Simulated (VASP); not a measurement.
# Ni (P6_3/mmc) in VASP: a series of runs, part 2 of 2

VASP 6.6.1. The steps go on from the part before.

### Step 5. Single point, r2SCAN

This run uses another cell than the first one, of 10.45 Å³/atom, 0.893 times its volume.

The input, POSCAR:

```
Ni
1.0
    2.4458476567      0.0000000000      0.0000000000
   -1.2229238284      2.1181662045      0.0000000000
    0.0000000000      0.0000000000      4.0343469720
Ni
2
Direct
    0.3333333333      0.6666666667      0.2500000000
    0.6666666667      0.3333333333      0.7500000000
```

The input, INCAR.step1:

```
SYSTEM = Ni
PREC     = Accurate       ! precision mode
ENCUT    = 660            ! plane-wave cutoff, eV
ISMEAR   = -1             ! smearing method
SIGMA    = 0.1            ! smearing width, eV
LREAL    = .False.        ! projectors in reciprocal space
LASPH    = .True.         ! aspherical terms in the spheres
NELM     = 120            ! most SCF steps
NBANDS   = 17             ! bands
GGA      = PE             ! functional
ALGO     = Normal         ! electronic algorithm
EDIFF    = 1E-5           ! SCF threshold, eV
LWAVE    = .True.         ! write WAVECAR
LCHARG   = .False.        ! write CHGCAR
GGA_COMPAT= .False.
```

The input, INCAR.step2:

```
SYSTEM = Ni
PREC     = Accurate       ! precision mode
ENCUT    = 660            ! plane-wave cutoff, eV
EDIFF    = 1E-6           ! SCF threshold, eV
ISMEAR   = -1             ! smearing method
SIGMA    = 0.1            ! smearing width, eV
LREAL    = .False.        ! projectors in reciprocal space
LASPH    = .True.         ! aspherical terms in the spheres
NELM     = 120            ! most SCF steps
ALGO     = Normal         ! electronic algorithm
ISIF     = 2              ! what is computed and relaxed
LWAVE    = .False.        ! write WAVECAR
LCHARG   = .False.        ! write CHGCAR
METAGGA  = R2SCAN         ! meta-GGA
LMIXTAU  = .True.       
NBANDS   = 17             ! bands
ISTART   = 1            
GGA_COMPAT= .False.
```

The input, KPOINTS:

```
regular mesh
0
Gamma
  8 8 4
  0 0 0
```

Potentials or basis: VASP PAW PBE potentials, release 64 (Ni).

The run is started by

```
$ cat potpaw_PBE.64/Ni/POTCAR > POTCAR
$ cp INCAR.step1 INCAR
$ mpirun -np 1 vasp_std > vasp.out
$ cp INCAR.step2 INCAR
$ mpirun -np 1 vasp_std > vasp.out
```

OUTCAR:

```text
SYSTEM = Ni
   PREC = Accurate
   ENCUT = 660
   EDIFF = 1E-6
   ISMEAR = -1
   LREAL = .False.
   LASPH = .True.
   NELM = 120
   ISIF = 2
   METAGGA = R2SCAN
   ISTART = 1

 ion  position               nearest neighbor table
   1  0.333  0.667  0.250-   2 2.46   2 2.46   2 2.46   2 2.46   2 2.46   2 2.46
   2  0.667  0.333  0.750-   1 2.46   1 2.46   1 2.46   1 2.46   1 2.46   1 2.46

  LATTYP: Found a hexagonal cell.
 ALAT       =     2.4458476567
 C/A-ratio  =     1.6494678076

  Lattice vectors:

[... 192 lines left out ...]
      5       7.6113      2.00000
      6       7.9042      2.00000
[... 457 lines left out ...]
      4       6.4456      2.00000
      5       8.4030      1.99998
      6       8.4030      1.99998
[... 9 lines left out ...]
     16      28.8264      0.00000
     17      30.2329      0.00000

 [... further k-points ...]
[... 5 lines left out ...]
  --------------------------------------------------------------------------------------
  -------------------------------------------------------------------------------------
  Total        0.1320064      0.1320064     -0.0350791     -0.0000000      0.0000000      0.0000000
  in kB       10.1191259     10.1191259     -2.6890339     -0.0000000      0.0000000      0.0000000
  external PRESSURE =       5.8497393 kB  Pullay stress =       0.0000000 kB

 VOLUME and BASIS-vectors are now :
 -----------------------------------------------------------------------------
  energy-cutoff  :      660.00
  volume of cell :       20.90
      direct lattice vectors                 reciprocal lattice vectors
     2.445847657  0.000000000  0.000000000     0.408856209  0.236053242  0.000000000
    -1.222923828  2.118166205  0.000000000     0.000000000  0.472106484  0.000000000
     0.000000000  0.000000000  4.034346972     0.000000000  0.000000000  0.247871590

 POSITION                                       TOTAL-FORCE (eV/Angst)
 -----------------------------------------------------------------------------------
     -0.00000      1.41211      1.00859         0.000000     -0.000000      0.000000
      1.22292      0.70606      3.02576        -0.000000      0.000000      0.000000
 -----------------------------------------------------------------------------------
    total drift:                                0.000000     -0.000000     -0.000000

  FREE ENERGIE OF THE ION-ELECTRON SYSTEM (eV)
  ---------------------------------------------------
  free  energy   TOTEN  =       -23.6839733387 eV

  energy  without entropy=      -23.4951364573  energy(sigma->0) =      -23.58955490
```

OSZICAR.step1:

```text
N       E                     dE             d eps       ncg     rms          rms(c)
DAV:   1     0.990746356079E+02    0.99075E+02   -0.11242E+04  1044   0.206E+03
DAV:   2    -0.906092600456E+01   -0.10814E+03   -0.10176E+03  1020   0.280E+02
DAV:   3    -0.128742268188E+02   -0.38133E+01   -0.36812E+01  1166   0.678E+01
DAV:   4    -0.129191264562E+02   -0.44900E-01   -0.44870E-01  1269   0.655E+00
DAV:   5    -0.129202273455E+02   -0.11009E-02   -0.11009E-02  1214   0.992E-01    0.143E+01
DAV:   6    -0.114619004725E+02    0.14583E+01   -0.97577E+00  1066   0.696E+01    0.787E+00
DAV:   7    -0.108920212393E+02    0.56988E+00   -0.18874E+00  1123   0.282E+01    0.268E+00
DAV:   8    -0.108565303032E+02    0.35491E-01   -0.13950E-02  1591   0.218E+00    0.730E-01
DAV:   9    -0.108529552049E+02    0.35751E-02   -0.94115E-04  1549   0.435E-01    0.628E-02
DAV:  10    -0.108529732643E+02   -0.18059E-04   -0.63256E-05  1086   0.869E-02    0.330E-02
DAV:  11    -0.108529755186E+02   -0.22543E-05   -0.24106E-06   612   0.206E-02
   1 F= -.10852976E+02 E0= -.10756589E+02  d E =-.192773E+00
```

Run time: 46 s. Hardware: 1 thread of Intel Xeon Platinum 8375C at 2.90GHz (Ice Lake), shared host; peak memory 0.15 GiB.

What came out:

- Free energy: -23.6840 eV
- Pressure: 0.6 GPa
- Band gap on the k mesh: zero (band 10 reaches 9.67 eV, above the bottom of band 11 at 9.07 eV)

Levels at points of the mesh, in eV from the Fermi level:
| k point | band 6 | band 7 | band 8 | band 9 | band 10 | band 11 | band 12 | band 13 | band 14 | band 15 |
| --- | --- | --- | --- | --- | --- | --- | --- | --- | --- | --- |
| (0.00, 0.00, 0.00) | -1.66 | -1.66 | -1.21 | -1.21 | -0.35 | -0.20 | -0.20 | 6.50 | 24.09 | 26.71 |
| (0.50, 0.00, 0.00) | -2.01 | -1.62 | -0.03 | -0.01 | 0.10 | 1.70 | 3.73 | 10.20 | 10.92 | 13.33 |
| (0.00, 0.00, 0.50) | -2.00 | -2.00 | -2.00 | -0.50 | -0.50 | -0.50 | -0.50 | 15.42 | 15.42 | 24.89 |
| (0.50, 0.00, 0.50) | -1.13 | -0.52 | -0.52 | 0.05 | 0.05 | 1.80 | 1.80 | 7.77 | 7.77 | 19.90 |

Caveat: the k points lie up to 0.39 Å⁻¹ apart; the PAW data sets were made with another functional, which shifts forces and pressure a little; the run has no spin polarisation, though such a crystal can be magnetic. Spin polarisation is off, so any magnetic state and its effect on volume and gap are missing.

### Step 6. Single point, r2SCAN, collinear spin, ferromagnetic start (volume scaled by 1.04)

The input, POSCAR:

```
Ni
1.0
    2.4812055483      0.0000000000      0.0000000000
   -1.2406027742      2.1487870369      0.0000000000
    0.0000000000      0.0000000000      4.1192642349
Ni
2
Direct
    0.3333333333      0.6666666667      0.2500000000
    0.6666666667      0.3333333333      0.7500000000
```

The input, INCAR.step1:

```
PREC = Accurate
ENCUT = 520
ISMEAR = -1
SIGMA = 0.05
LREAL = F
LASPH = T
NELM = 150
ISPIN = 2
MAGMOM = 0.767 0.767
LMAXMIX = 4
NBANDS = 21
GGA = PE
ALGO = Normal
EDIFF = 1E-4
LWAVE = T
LCHARG = F
```

The input, INCAR.step2:

```
PREC = Accurate
ENCUT = 520
EDIFF = 1E-6
ISMEAR = -1
SIGMA = 0.05
LREAL = F
LASPH = T
NELM = 150
ALGO = Normal
ISIF = 2
LWAVE = F
LCHARG = F
ISPIN = 2
MAGMOM = 0.767 0.767
LORBIT = 11
LMAXMIX = 4
METAGGA = R2SCAN
LMIXTAU = T
NBANDS = 21
ISTART = 1
```

The input, KPOINTS:

```
regular mesh
0
Gamma
  17 17 9
```

Potentials or basis: VASP PAW PBE potentials, release 64 (Ni).

The run is started by

```
$ cat potpaw_PBE.64/Ni/POTCAR > POTCAR
$ cp INCAR.step1 INCAR
$ mpirun -np 1 vasp_std > vasp.out
$ cp INCAR.step2 INCAR
$ mpirun -np 1 vasp_std > vasp.out
```

It took 16 min on 1 thread of Oxide Virtual Turin-like, shared host; peak memory 0.19 GiB.

Results (log left out):

```yaml
Free_energy: -23.7928 eV
Pressure: -7.7 GPa
Net_moment: 1.37 μB per cell
Site_moments: Ni +0.71 μB
Valence_electrons_inside_the_program's_atomic_spheres: Ni 9.33
```

Stress tensor (GPa, compression positive):
```
-8.25  0.00  0.00
 0.00 -8.25  0.00
 0.00  0.00 -6.71
```

Levels at points of the mesh, in eV from the Fermi level:
Spin up:
| k point | band 8 | band 9 | band 10 | band 11 | band 12 | band 13 | band 14 | band 15 |
| --- | --- | --- | --- | --- | --- | --- | --- | --- |
| (0.00, 0.00, 0.00) | -1.86 | -1.86 | -0.97 | -0.97 | -0.53 | 5.36 | 23.52 | 25.53 |
Spin down:
```csv
k point,band 5,band 6,band 7,band 8,band 9,band 10,band 11,band 12,band 13,band 14
"(0.00, 0.00, 0.00)",-1.49,-1.34,-1.34,-1.12,-1.12,-0.72,-0.18,-0.18,6.11,23.36
```

Caveat: the cell differs from its parent crystal (volume scaled by 1.04); the PAW data sets were made with another functional, which shifts forces and pressure a little.

### Step 7. The runs side by side

| spin | cell | k mesh | cutoff (eV) | smearing | gap on the mesh (eV) | pressure (GPa) | moment (μB) |
| --- | --- | --- | --- | --- | --- | --- | --- |
| off | a = 2.540, b = 2.540, c = 4.190 Å, angles 90.0, 90.0, 120.0°, 2 atoms | 17 × 17 × 9 | 520 | fermi-dirac 0.1 eV | none | -18.8 | - |
| collinear, ferromagnetic start | a = 2.439, b = 2.439, c = 4.089 Å, angles 90.0, 90.0, 120.0°, 2 atoms | 8 × 8 × 4 | 520 | fermi-dirac 0.1 eV | none | 0.8 | 1.42 |
| collinear, ferromagnetic start | a = 2.533, b = 2.533, c = 4.247 Å, angles 90.0, 90.0, 120.0°, 2 atoms | 17 × 17 × 9 | 520 | fermi-dirac 0.05 eV | none | -18.1 | 1.43 |
| off | a = 2.446, b = 2.446, c = 4.034 Å, angles 90.0, 90.0, 120.0°, 2 atoms | 8 × 8 × 4 | 660 | fermi-dirac 0.1 eV | none | 0.6 | - |
| collinear, ferromagnetic start | a = 2.481, b = 2.481, c = 4.119 Å, angles 90.0, 90.0, 120.0°, 2 atoms | 17 × 17 × 9 | 520 | fermi-dirac 0.05 eV | none | -7.7 | 1.37 |

Alike in all rows: task single point; level r2SCAN; potentials or basis VASP PAW PBE potentials, release 64 (Ni).

Caveats: some runs use coarse meshes; the PAW data sets were made with another functional, which shifts forces and pressure a little.

Total energies depend on the potentials used, so only differences within one code and one set of settings carry meaning.
